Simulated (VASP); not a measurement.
Set up this calculation in VASP 6.6.1, as the native input.

```yaml
Task: single point
Functional: LDA
Potentials_or_basis: VASP PAW LDA potentials, release 64 (Ti_sv, Si)
Cutoff: 520 eV
k_mesh: 8 × 8 × 8
Occupations: fermi-dirac, width 0.1 eV
Spin: no spin polarisation
Dipole_correction: no
Further_INCAR_settings: ALGO = Normal; EDIFF = 1e-07; NBANDS = 28
```

The structure of Ti3Si lies in POSCAR:

```
Ti3Si
1.0
    0.0000000000      3.0743409360      3.0743409360
    3.0743409360      0.0000000000      3.0743409360
    3.0743409360      3.0743409360      0.0000000000
Ti Si
3 1
Direct
    0.7500000000      0.7500000000      0.7500000000
    0.2500000000      0.2500000000      0.2500000000
    0.0000000000      0.0000000000      0.0000000000
    0.5000000000      0.5000000000      0.5000000000
```

These files were run (other wordings do the same):

INCAR

```
ALGO = Normal ; EDIFF = 1E-7
ENCUT = 520 ; ISIF = 2
ISMEAR = -1 ; LASPH = T
LCHARG = F ; LREAL = F
LWAVE = F ; NBANDS = 28
NELM = 100 ; PREC = Accurate
SIGMA = 0.1
```

KPOINTS

```
k-points
0
Gamma
  8 8 8
```

Potentials or basis: VASP PAW LDA potentials, release 64 (Ti_sv, Si).

Run with:

```console
$ cat potpaw_LDA.64/Ti_sv/POTCAR potpaw_LDA.64/Si/POTCAR > POTCAR
$ mpirun -np 1 vasp_std > vasp.out
```

It gave:

```yaml
Pressure: 0.0 GPa
Band_gap_on_the_k_mesh: zero (bands 20 and 21 overlap by 0.50 eV)
```

Run time: 56 s on 1 thread of Intel Xeon 8259CL (shared host), peak memory 0.18 GiB.
